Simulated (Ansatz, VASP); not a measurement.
# Ge4F: VASP beside Ansatz

```
CELL_PARAMETERS angstrom
4.03036 0.00000 0.00000
0.00000 4.03036 0.00000
0.00000 0.00000 21.64166
ATOMIC_POSITIONS crystal
Ge 0.00000 0.50000 0.18483
Ge 0.00000 0.00000 0.25067
Ge 0.50000 0.00000 0.31966
Ge 0.50000 0.50000 0.38544
F 0.00000 0.62500 0.53793
```

Alike in both runs: task single point; functional PBE; dispersion D3(BJ); k mesh 7 × 7 × 1; occupations gaussian, width 0.1 eV; no spin polarisation.

|  | VASP | Ansatz |
| --- | --- | --- |
| version | VASP 6.6.1 | Ansatz 0.2.0 |
| potentials or method | VASP PAW PBE potentials, release 64 (Ge_d, F), cutoff 520 eV | scalar-relativistic, plane waves, PAW |
| valence electrons in the cell | 63 | 63 |

|  | VASP | Ansatz | Ansatz less VASP |
| --- | --- | --- | --- |
| gap on the k mesh at the Fermi level (eV) | none | none | - |
| rms of the force components (eV/Å) | 0.237 | 0.237 | +0.0002 |

Atom by atom the forces differ by 0.001 eV/Å (rms over components). A gap of «none» marks a metal or a gap that the smearing closes.
